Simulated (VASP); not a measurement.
The system is MnO.

```
CELL_PARAMETERS angstrom
0.00000 2.22391 2.22391
2.22391 0.00000 2.22391
2.22391 2.22391 0.00000
ATOMIC_POSITIONS crystal
Mn 0.00000 0.00000 0.00000
O 0.50000 0.50000 0.50000
```

Program: VASP 6.6.1. Alike in all runs: task single point; spin collinear, ferromagnetic start; cell as given; k mesh 10 × 10 × 10; cutoff (eV) 520.

Question: Order these runs on this cell by their pressure, lowest first.
A. level LDA; potentials or basis VASP PAW LDA potentials, release 64 (Mn_pv, O); smearing gaussian 0.05 eV
B. level PBE; potentials or basis VASP PAW PBE potentials, release 64 (Mn_pv, O); smearing gaussian 0.023 eV
C. level RPBE; potentials or basis VASP PAW PBE potentials, release 64 (Mn_pv, O); smearing fermi-dirac 0.05 eV

Answer: A (-17.8 GPa), B (0.4 GPa), C (5.8 GPa).

Caveats: a cell with one magnetic atom can't hold antiferromagnetic order, which such compounds often take; the cell stands under pressure (at least some runs); the PAW data sets were made with another functional, which shifts forces and pressure a little (at least some runs); the cell stands under tension (at least some runs).
